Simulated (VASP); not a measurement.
A run of VASP 6.6.1:

POSCAR

```
GaN
1.0
    0.0000000000      2.2489367676      2.2489367676
    2.2489367676      0.0000000000      2.2489367676
    2.2489367676      2.2489367676      0.0000000000
Ga N
1 1
Direct
    0.0000000000      0.0000000000      0.0000000000
    0.7500000000      0.7500000000      0.7500000000
```

INCAR.step1

```
SYSTEM = GaN
PREC     = Accurate       ! precision mode
ENCUT    = 1460           ! plane-wave cutoff, eV
ISMEAR   = 0              ! smearing method
SIGMA    = 0.05           ! smearing width, eV
LREAL    = .FALSE.        ! projectors in reciprocal space
LASPH    = .TRUE.         ! aspherical terms in the spheres
NELM     = 120            ! most SCF steps
NBANDS   = 16             ! bands
GGA      = PE             ! functional
ALGO     = Normal         ! electronic algorithm
EDIFF    = 1E-5           ! SCF threshold, eV
LWAVE    = .TRUE.         ! write WAVECAR
LCHARG   = .FALSE.        ! write CHGCAR
GGA_COMPAT= .FALSE.
```

Contents of INCAR.step2:

```
SYSTEM = GaN
PREC     = Accurate       ! precision mode
ENCUT    = 1460           ! plane-wave cutoff, eV
EDIFF    = 1E-6           ! SCF threshold, eV
ISMEAR   = 0              ! smearing method
SIGMA    = 0.05           ! smearing width, eV
LREAL    = .FALSE.        ! projectors in reciprocal space
LASPH    = .TRUE.         ! aspherical terms in the spheres
NELM     = 120            ! most SCF steps
ALGO     = Normal         ! electronic algorithm
ISIF     = 2              ! what is computed and relaxed
LWAVE    = .FALSE.        ! write WAVECAR
LCHARG   = .FALSE.        ! write CHGCAR
METAGGA  = R2SCAN         ! meta-GGA
LMIXTAU  = .TRUE.       
NBANDS   = 16             ! bands
ISTART   = 1            
GGA_COMPAT= .FALSE.
```

Contents of KPOINTS:

```
Automatic mesh
0
G
  8 8 8
  0 0 0
```

Potentials or basis: VASP PAW PBE potentials, release 64 (Ga_d, N_h).

Run with:

```console
$ cat potpaw_PBE.64/Ga_d/POTCAR potpaw_PBE.64/N_h/POTCAR > POTCAR
$ cp INCAR.step1 INCAR
$ mpirun -np 1 vasp_std > vasp.out
$ cp INCAR.step2 INCAR
$ mpirun -np 1 vasp_std > vasp.out
```

Hardware: 1 thread of Intel(R) Xeon(R) 6975P-C (Granite Rapids), on a shared host.

Estimate the wall time of this run.

Run time: 73 s on 1 thread of Intel(R) Xeon(R) 6975P-C (Granite Rapids), on a shared host, peak memory 0.29 GiB. Counts: k points 29.
